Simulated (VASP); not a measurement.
# NaH (P6_3/mmc) in VASP: G0W0 quasiparticle levels with PBE

Aim: the G0W0 quasiparticle levels of NaH with PBE.

All numbers are computed with VASP 6.6.1; they aren't measurements. Logs are shortened: lines on timing, memory, paths and dates and some standing lists are left out, and cuts for length are marked.

### Step 1. The cell of the first run

It takes space group P6_3/mmc (No. 194, hexagonal). Conventional cell: a = 3.953 Å, b = 3.953 Å, c = 4.828 Å, α = 90.00°, β = 90.00°, γ = 120.00°. Na (site symmetry -6m2) has 5 H at 2.28 to 2.41 Å within 3.0 Å. H (site symmetry -6m2) has 5 Na at 2.28 to 2.41 Å within 3.0 Å.

### Step 2. G0W0 quasiparticle levels, PBE

POSCAR reads:

```
NaH
1.0
    3.9532815359      0.0000000000      0.0000000000
   -1.9766407679      3.4236422384      0.0000000000
    0.0000000000      0.0000000000      4.8282923139
Na H
2 2
Direct
    0.3333333333      0.6666666667     -0.0624996803
    0.6666666667      0.3333333333      0.4375003197
    0.3333333333      0.6666666667      0.4374996803
    0.6666666667      0.3333333333      0.9374996803
```

INCAR.step1 reads:

```
SYSTEM = NaH
PREC = Accurate
ENCUT = 500
EDIFF = 1E-8
ISMEAR = 0
SIGMA = 0.01
LREAL = .False.
LASPH = .True.
NELM = 100
ALGO = Normal
LWAVE = .True.
LCHARG = .False.
GGA = PE
```

INCAR.step2 reads:

```
SYSTEM = NaH
PREC = Accurate
ENCUT = 500
EDIFF = 1E-8
ISMEAR = 0
SIGMA = 0.01
LREAL = .False.
LASPH = .True.
NELM = 1
ALGO = Exact
LWAVE = .True.
LCHARG = .False.
GGA = PE
NBANDS = 116
LOPTICS = .True.
ISTART = 1
```

INCAR.step3 reads:

```
SYSTEM = NaH
PREC = Accurate
ENCUT = 500
EDIFF = 1E-8
ISMEAR = 0
SIGMA = 0.01
LREAL = .False.
LASPH = .True.
ALGO = EVGW0
LWAVE = .False.
LCHARG = .False.
GGA = PE
NELMGW = 1
NBANDS = 116
ENCUTGW = 80.0
NOMEGA = 96
PRECFOCK = Fast
ISTART = 1
NBANDSGW = 18
OMEGAMAX = 20
```

KPOINTS reads:

```
Automatic mesh
0
Gamma
  6 6 4
  0 0 0
```

Potentials or basis: VASP PAW PBE potentials, release 64 (Na_sv_GW, H_GW).

Launch:

```sh
> cat potpaw_PBE.64/Na_sv_GW/POTCAR potpaw_PBE.64/H_GW/POTCAR > POTCAR
> cp INCAR.step1 INCAR
> mpirun -np 1 vasp_std > vasp.out
> cp INCAR.step2 INCAR
> mpirun -np 1 vasp_std > vasp.out
> cp INCAR.step3 INCAR
> mpirun -np 1 vasp_std > vasp.out
```

OUTCAR:

```text
SYSTEM = NaH
   PREC = Accurate
   ENCUT = 500
   EDIFF = 1E-8
   ISMEAR = 0
   LREAL = .False.
   LASPH = .True.
   GGA = PE
   NELMGW = 1
   ENCUTGW = 80.0
   PRECFOCK = Fast
   ISTART = 1

 ion  position               nearest neighbor table
   1  0.333  0.667  0.938-
   2  0.667  0.333  0.438-
   3  0.333  0.667  0.437-
   4  0.667  0.333  0.937-

  LATTYP: Found a hexagonal cell.
 ALAT       =     3.9532815359
 C/A-ratio  =     1.2213378354

  Lattice vectors:

 A1 = (   3.9532815359,   0.0000000000,   0.0000000000)
 A2 = (  -1.9766407679,   3.4236422384,   0.0000000000)
 A3 = (   0.0000000000,   0.0000000000,   4.8282923139)

Analysis of symmetry for initial positions (statically):
=====================================================================
 Subroutine PRICEL returns:
 Original cell was already a primitive cell.

 Routine SETGRP: Setting up the symmetry group for a
 hexagonal supercell.

 Subroutine GETGRP returns: Found 24 space group operations
 (whereof  6 operations were pure point group operations)
 out of a pool of 24 trial point group operations.

The static configuration has the point symmetry C_3v.
 The point group associated with its full space group is D_6h.

Analysis of symmetry for dynamics (positions and initial velocities):
=====================================================================
 Subroutine PRICEL returns:
 Original cell was already a primitive cell.

 Routine SETGRP: Setting up the symmetry group for a
 hexagonal supercell.

 Subroutine GETGRP returns: Found 24 space group operations
 (whereof  6 operations were pure point group operations)
 out of a pool of 24 trial point group operations.

The dynamic configuration has the point symmetry C_3v.
 The point group associated with its full space group is D_6h.

 Subroutine INISYM returns: Found 24 space group operations
 (whereof  6 operations are pure point group operations),
 and found     1 'primitive' translations

----------------------------------------------------------------------------------------

                                     Primitive cell

  volume of cell :      65.3491

  direct lattice vectors                    reciprocal lattice vectors
     3.953281536  0.000000000  0.000000000     0.252954410  0.146043297  0.000000000
    -1.976640768  3.423642238  0.000000000     0.000000000  0.292086594  0.000000000
     0.000000000  0.000000000  4.828292314     0.000000000  0.000000000  0.207112564

  length of vectors
     3.953281536  3.953281536  4.828292314     0.292086594  0.292086594  0.207112564

  position of ions in fractional coordinates (direct lattice)
     0.333333333  0.666666667  0.937500320
     0.666666667  0.333333333  0.437500320
     0.333333333  0.666666667  0.437499680
     0.666666667  0.333333333  0.937499680

  ion indices of the primitive-cell ions
   primitive index   ion index
                 1           1
                 2           2
                 3           3
                 4           4

----------------------------------------------------------------------------------------

 KPOINTS: Automatic mesh

Automatic generation of k-mesh.
 Grid dimensions read from file:
 generate k-points for:    6    6    4

 Generating k-lattice:

  Cartesian coordinates                     Fractional coordinates (reciprocal lattice)
     0.042159068  0.024340549  0.000000000     0.166666667 -0.000000000  0.000000000
     0.000000000  0.048681099  0.000000000     0.000000000  0.166666667  0.000000000
     0.000000000  0.000000000  0.051778141     0.000000000  0.000000000  0.250000000

  Length of vectors
     0.048681099  0.048681099  0.051778141

  Shift w.r.t. Gamma in fractional coordinates (k-lattice)
     0.000000000  0.000000000  0.000000000

 Subroutine IBZKPT returns following result:
 ===========================================

 Found     21 irreducible k-points:

 Following reciprocal coordinates:
            Coordinates               Weight
  0.000000  0.000000  0.000000      1.000000
  0.166667  0.000000  0.000000      6.000000
  0.333333  0.000000  0.000000      6.000000
  0.500000  0.000000  0.000000      3.000000
  0.166667  0.166667  0.000000      6.000000
  0.333333  0.166667  0.000000     12.000000
[... 13 lines left out ...]
  0.333333  0.166667  0.500000     12.000000
  0.333333  0.333333  0.500000      2.000000
   k-points           NKPTS =     21   k-points in BZ     NKDIM =    144   number of bands    NBANDS=    116
   number of dos      NEDOS =    301   number of ions     NIONS =      4
   total plane-waves  NPLWV =  32400
   dimension x,y,z NGX =    30 NGY =   30 NGZ =   36
   dimension x,y,z NGXF=    60 NGYF=   60 NGZF=   72
   ions per type =               2   2
   NGX,Y,Z   is equivalent  to a cutoff of  12.62, 12.62, 12.40 a.u.
   NGXF,Y,Z  is equivalent  to a cutoff of  25.23, 25.23, 24.79 a.u.
 SYSTEM =  NaH
   PREC   = accura    normal or accurate (medium, high low for compatibility)
   ISTART =      1    job   : 0-new  1-cont  2-samecut
   ICHARG =      0    charge: 1-file 2-atom 10-const
   ISPIN  =      1    spin polarized calculation?
   LNONCOLLINEAR =      F non collinear calculations
   LSORBIT =      F    spin-orbit coupling
   LASPH  =      T    aspherical Exc in radial PAW
   ENCUT  =  500.0 eV  36.75 Ry    6.06 a.u.   7.21  7.21  8.80*2*pi/ulx,y,z
   NELM   =     60;   NELMIN=  2; NELMDL=  0     # of ELM steps
   EDIFF  = 0.1E-07   stopping-criterion for ELM
   LREAL  =      F    real-space projection
   EDIFFG = 0.1E-06   stopping-criterion for IOM
   NSW    =      0    number of steps for IOM
   IBRION =     -1    ionic relax: 0-MD 1-quasi-New 2-CG
   NFREE  =      0    steps in history (QN), initial steepest desc. (CG)
   ISIF   =      0    stress and relaxation
   ISYM   =      3    0-nonsym 1-usesym 2-fastsym
   POTIM  = 0.5000    time-step for ionic-motion
   TEBEG  =    0.0;   TEEND  =   0.0 temperature during run
   PSTRESS=    0.0 pullay stress
   NELECT =      20.0000    total number of electrons
   NUPDOWN=      -1.0000    fix difference up-down
   EMIN   =  10.00;   EMAX   =-10.00  energy-range for DOS
   EFERMI =   0.00;   METHOD = LEGACY
   ISMEAR =     0;   SIGMA  =   0.01  broadening in eV -4-tet -1-fermi 0-gaus
   EFERMI_NEDOS =   21; number of points for ismear=-14 and -15
   IALGO  =     38    algorithm
   IMIX   =      4    mixing-type and parameters
     AMIX     =   0.40;   BMIX     =  1.00
     AMIX_MAG =   1.60;   BMIX_MAG =  1.00
  volume/ion in A,a.u.               =      16.34       110.25
  Fermi-wavevector in a.u.,A,eV,Ry     =   1.103244  2.084829 16.560297  1.217147
  Thomas-Fermi vector in A             =   2.239699
   LORBIT       =      0    0 simple, 1 ext, 2 COOP (PROOUT), +10 PAW based schemes
   GGA     = PE    functional components
   LHFCALC =     T    Hartree Fock is set to
   PRECFOCK=fast      Normal, Fast or Accurate (Low or Medium for compatibility)
   ENCUT4O =  -1.0   cutoff for four orbital integrals eV
   NKREDX  =     1    reduce k-point grid by
   NKREDY  =     1    reduce k-point grid by
   NKREDZ  =     1    reduce k-point grid by
   AEXX    =    1.0000 exact exchange contribution
   HFSCREEN=    0.0000 screening length (either q_TF or 0.3 A-1)
   HFSCREENC=   0.0000 screening length for correlation (either q_TF or 0.3 A-1)
   ENCUTFOCK=  -1.0 apply spherical cutoff to Coloumb kernel
   IVDW    =     0    specifies the selected vdW correction
   LEPSILON=     F    determine dielectric tensor
   LRPA    =     F    only Hartree local field effects (RPA)
   LRPAFORCE           =     F    calculate RPA forces
   ENCUTGW             =  80.0    cutoff for response function in eV
   ENCUTGWSOFT         =  64.0    soft cutoff for Coulomb kernel in GW response function in eV
   ENCUTLF             =  -1.0    cutoff for local field effects
   NELMGW              =     1    number of iterations in solving QP/BSE equation
   NELMHF              =     1    number of iterations in the inner HF iteration
   NKREDLFX            =     1    NKREDLFY  =   1   NKREDLFZ  =   1
 non-spin polarized calculation
 Gauss-broadening in eV      SIGMA  =   0.01
  energy-cutoff  :      500.00
  volume of cell :       65.35
 maximum number of plane-waves:      1683
 NGX is ok and might be reduce to    30
  NGX = 16; NGY = 16; NGZ = 20
   NGX = 15   NGY = 15   NGZ = 17
 maximum number of plane-waves:       113
 NGX is ok and might be reduce to    14

 QP shifts <psi_nk| G(iteration)W_0 |psi_nk>: iteration 1
 for sc-GW calculations column KS-energies equals QP-energies in previous step
 and V_xc(KS)=  KS-energies - (<T + V_ion + V_H > + <T+V_H+V_ion>^1  + <V_x>^1)

 k-point   1 :       0.0000    0.0000    0.0000
  band No.  KS-energies  QP-energies   sigma(KS)   V_xc(KS)     V^pw_x(r,r')   Z            occupation Imag(sigma)

      1     -51.7934     -61.8788     -42.9178     -29.2680     -49.1341       0.7389       2.0000       0.3066
      2     -51.7838     -62.0168     -42.9379     -29.2866     -49.1544       0.7496       2.0000       0.3075
      3     -23.7807     -29.6484     -36.0334     -28.1784     -41.1874       0.7470       2.0000       0.0844
      4     -23.7423     -29.6585     -36.1476     -28.2828     -41.3026       0.7522       2.0000       0.0815
      5     -23.7423     -29.6585     -36.1476     -28.2828     -41.3026       0.7522       2.0000       0.0815
      6     -23.7141     -29.6646     -36.2229     -28.3485     -41.3782       0.7557       2.0000       0.0807
[... 10 lines left out ...]
     17       9.2143      10.0511      -6.5424      -7.6482      -2.6662       0.7568       0.0000      -0.3641
     18      14.0012      14.6493      -5.5298      -6.3601      -1.2221       0.7806       0.0000      -0.7026

 k-point   2 :       0.1667    0.0000    0.0000
  band No.  KS-energies  QP-energies   sigma(KS)   V_xc(KS)     V^pw_x(r,r')   Z            occupation Imag(sigma)

      1     -51.7928     -61.8937     -42.9194     -29.2694     -49.1356       0.7400       2.0000       0.3066
      2     -51.7843     -62.0133     -42.9372     -29.2857     -49.1536       0.7493       2.0000       0.3073
      3     -23.7753     -29.6550     -36.0477     -28.1930     -41.2024       0.7486       2.0000       0.0839
      4     -23.7461     -29.6581     -36.1341     -28.2715     -41.2883       0.7519       2.0000       0.0822
      5     -23.7461     -29.6581     -36.1341     -28.2715     -41.2883       0.7519       2.0000       0.0822
      6     -23.7198     -29.6560     -36.2061     -28.3311     -41.3602       0.7538       2.0000       0.0815
[... 10 lines left out ...]
     17      11.2884      11.9728      -5.8920      -6.7753      -1.8170       0.7749       0.0000      -0.5321
     18      11.8886      12.7205      -6.6923      -7.7820      -2.5879       0.7635       0.0000      -0.5903

 k-point   3 :       0.3333    0.0000    0.0000
  band No.  KS-energies  QP-energies   sigma(KS)   V_xc(KS)     V^pw_x(r,r')   Z            occupation Imag(sigma)
[... 375 lines left out ...]
      1     -51.7881     -61.9579     -42.9289     -29.2787     -49.1449       0.7450       2.0000       0.3068
      2     -51.7881     -61.9579     -42.9289     -29.2787     -49.1449       0.7450       2.0000       0.3068
      3     -23.7768     -29.6626     -36.0478     -28.1808     -41.1970       0.7482       2.0000       0.0851
      4     -23.7768     -29.6626     -36.0478     -28.1808     -41.1970       0.7482       2.0000       0.0851
      5     -23.7358     -29.6541     -36.1543     -28.2918     -41.3089       0.7527       2.0000       0.0820
      6     -23.7358     -29.6541     -36.1543     -28.2918     -41.3089       0.7527       2.0000       0.0820
[... 10 lines left out ...]
     17      12.6157      13.4556      -6.2933      -7.3701      -2.1763       0.7800       0.0000      -0.6679
     18      12.6157      13.4556      -6.2933      -7.3701      -2.1763       0.7800       0.0000      -0.6679

 k-point  21 :       0.3333    0.3333    0.5000
  band No.  KS-energies  QP-energies   sigma(KS)   V_xc(KS)     V^pw_x(r,r')   Z            occupation Imag(sigma)

      1     -51.7880     -61.9685     -42.9289     -29.2789     -49.1448       0.7458       2.0000       0.3068
      2     -51.7880     -61.9685     -42.9289     -29.2789     -49.1448       0.7458       2.0000       0.3068
      3     -23.7781     -29.6525     -36.0445     -28.1786     -41.1937       0.7468       2.0000       0.0851
      4     -23.7781     -29.6525     -36.0445     -28.1786     -41.1937       0.7468       2.0000       0.0851
      5     -23.7396     -29.6478     -36.1405     -28.2791     -41.2945       0.7515       2.0000       0.0825
      6     -23.7396     -29.6478     -36.1405     -28.2791     -41.2945       0.7515       2.0000       0.0825
[... 10 lines left out ...]
     17      13.1066      14.1731      -6.0722      -7.4043      -2.0850       0.8006       0.0000      -0.6549
     18      13.1066      14.1731      -6.0722      -7.4043      -2.0850       0.8006       0.0000      -0.6549
```

Run time: 14 min. Hardware: 1 thread of AMD EPYC 9R45 (Zen 5), shared host; peak memory 1.3 GiB.

What came out:

| Item | Value |
| --- | --- |
| Quasiparticle gap | 5.31 eV |
| Least direct quasiparticle gap | 6.27 eV |
| Band gap of the starting levels on the mesh | 3.33 eV |
| Least direct gap of the starting levels on the mesh | 4.24 eV |

Caveat: bands, screening cutoff and mesh are small and nothing is extrapolated, so the quasiparticle values aren't converged; the structure was generated, so it needn't be the stable form of NaH.
